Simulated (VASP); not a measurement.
BP, 2 atoms in the cell. It takes space group F-43m (No. 216, cubic). The conventional cell has a = 4.537 Å, b = 4.537 Å, c = 4.537 Å, α = 90.00°, β = 90.00°, γ = 90.00°. B (site symmetry -43m) has 4 P at 1.96 Å within 2.6 Å. Within 2.6 Å of P (site symmetry -43m) lie 4 B at 1.96 Å. 

* Program: VASP 6.6.1
* Task: single point
* Functional: HSE06
* Potentials or basis: VASP PAW PBE potentials, release 64 (B, P)
* Cutoff: 520 eV
* k mesh: 6 × 6 × 6
* Occupations: gaussian, width 0.01 eV
* Spin: no spin polarisation
* Dipole correction: no
* Grid for exact exchange (PRECFOCK): Normal
* Further INCAR settings: ALGO = Normal; EDIFF = 1e-06; NBANDS = 11
* Share of exact exchange: 0.25
* Screening parameter: 0.2079 1/Å

Potentials or basis: VASP PAW PBE potentials, release 64 (B, P).

The run is started by

```bash
$ cat potpaw_PBE.64/B/POTCAR potpaw_PBE.64/P/POTCAR > POTCAR
$ cp INCAR.step1 INCAR
$ mpirun -np 1 vasp_std > vasp.out
$ cp INCAR.step2 INCAR
$ mpirun -np 1 vasp_std > vasp.out
```

Hardware: 1 thread of Intel(R) Xeon(R) Platinum 8259CL CPU @ 2.50GHz (Skylake/Cascade Lake), on a shared host.

**Question.** How long does it take, and how much memory?

**Answer.** It took 7 min on 1 thread of Intel(R) Xeon(R) Platinum 8259CL CPU @ 2.50GHz (Skylake/Cascade Lake), on a shared host, peak memory 0.24 GiB. Counts: k points 16.
